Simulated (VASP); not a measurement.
Crystal: Be.

```
Be
1.0
     2.51462    0.00000    0.00000
    -1.25731    2.17773    0.00000
     0.00000    0.00000    6.45593
Be
4
Direct
  0.33333 0.66667 0.16100
  0.66667 0.33333 0.66100
  0.33333 0.66667 0.33900
  0.66667 0.33333 0.83900
```

```yaml
Program: VASP 6.6.1
Task: relaxation of cell and atoms
Functional: PBE
Potentials_or_basis: VASP PAW PBE potentials, release 64 (Be)
Cutoff: 600 eV
k_mesh: 9 × 9 × 4
Occupations: gaussian, width 0.1 eV
Spin: no spin polarisation
```

At the start: pressure 66.0 GPa; volume 8.84 Å³/atom.

Where does the relaxation end?

Over 28 steps the energy falls by 4568.0 meV/atom and the volume is 8.87 Å³/atom (+0.3 %); space group P6_3/mmc (No. 194, to 0.1 Å) before and after.

Step by step:
```tsv
step	energy change (eV)	largest force (eV/Å)	pressure (GPa)	volume (Å³)
1	0.0000	29.0010	66.01	35.35
2	-15.6819	4.2420	20.76	48.18
3	-17.8273	0.3819	1.33	49.28
4	-17.8599	0.0890	0.68	49.42
5	-17.8469	0.1341	0.32	49.55
6	-17.8652	0.0368	-0.83	49.73
7	-17.8668	0.0038	-1.24	49.79
8	-17.8710	0.0624	-0.42	49.05
9	-17.8715	0.0912	-0.03	48.71
10	-17.8736	0.0840	0.03	48.49
11	-17.8792	0.0639	0.20	47.81
12	-17.8876	0.0268	0.62	46.47
13	-17.8966	0.0146	1.66	43.83
14	-17.9644	0.0222	4.57	38.68
15	-17.4081	2.1560	25.37	28.92
16	-17.9486	0.3460	7.18	37.91
17	-18.0834	0.1577	11.88	33.34
18	-18.0820	0.0257	13.70	32.26
19	-18.0859	0.1181	12.25	33.04
20	-18.0869	0.0536	12.94	32.65
21	-18.1271	0.0361	11.18	32.98
22	-18.2167	0.0168	6.29	33.99
23	-18.2677	0.1161	-1.56	36.04
24	-18.2702	0.0993	-0.39	35.69
25	-18.2702	0.0963	-0.17	35.63
26	-18.2707	0.0831	-0.12	35.61
27	-18.2719	0.0428	0.05	35.57
28	-18.2718	0.0386	0.39	35.47
```

Final structure:
```
CELL_PARAMETERS angstrom
2.18455 0.00000 0.00000
-1.09228 1.89188 0.00000
0.00000 0.00000 8.58299
ATOMIC_POSITIONS crystal
Be 0.33333 0.66667 0.89167
Be 0.66667 0.33333 0.39167
Be 0.33333 0.66667 0.60833
Be 0.66667 0.33333 0.10833
```

Caveat: a cell axis changed by over 15 % at a fixed basis, so the end point is rough.
